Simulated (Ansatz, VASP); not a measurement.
# Rb: VASP beside Ansatz

Contents of INCAR:

```
SYSTEM = Rb
  ALGO = Normal
  EDIFF = 1E-6
  ENCUT = 500
  GGA = PE
  GGA_COMPAT = .False.
  ISIF = 2
  ISMEAR = -1
  LASPH = .True.
  LCHARG = .True.
  LELF = .True.
  LREAL = .False.
  LVHAR = .True.
  LWAVE = .False.
  NBANDS = 10
  NELM = 120
  PREC = Accurate
  SIGMA = 0.11
```

Contents of KPOINTS:

```
k-points
0
Gamma
  4 4 4
  0 0 0
```

File POSCAR:

```
Rb
1.0
    0.0000000000      3.6398846700      3.6398846700
    3.6398846700      0.0000000000      3.6398846700
    3.6398846700      3.6398846700      0.0000000000
Rb
1
Direct
    0.0000000000      0.0000000000      0.0000000000
```

Input for Ansatz:

```yaml
crystal:
  lattice:
    - [0.0, 3.63988467, 3.63988467]
    - [3.63988467, 0.0, 3.63988467]
    - [3.63988467, 3.63988467, 0.0]
  atoms:
    - { symbol: Rb, position: [0.0, 0.0, 0.0] }
basis:
  ecutrho_ratio: 6
kpoints:
  mp_grid: { grid: [4, 4, 4] }
hamiltonian:
  xc: pbe
scf:
  occupations: { method: fermi_dirac, width: 0.11 }
  convergence: { dr2_threshold: "1e-9 eV" }
output:
  forces: true
  stress: true
  eigenvalues: true
```

Alike in both runs: task single point; functional PBE; k mesh 4 × 4 × 4; occupations fermi-dirac, width 0.11 eV; no spin polarisation.

|  | VASP | Ansatz |
| --- | --- | --- |
| version | VASP 6.6.1 | Ansatz 0.2.0 |
| potentials or method | VASP PAW PBE potentials, release 64 (Rb_sv) | scalar-relativistic, plane waves, PAW |
| plane-wave cutoff (eV) | 500 | 420 |
| valence electrons in the cell | 9 | 9 |

|  | VASP | Ansatz | Ansatz less VASP |
| --- | --- | --- | --- |
| gap on the k mesh at the Fermi level (eV) | none | none | - |
| pressure (GPa) | -0.1 | -0.1 | 0.00 |

A gap of «none» marks a metal or a gap that the smearing closes. Ansatz's warnings: stress scf threshold loose.

The k mesh is coarse, so the values compare programs but aren't converged.
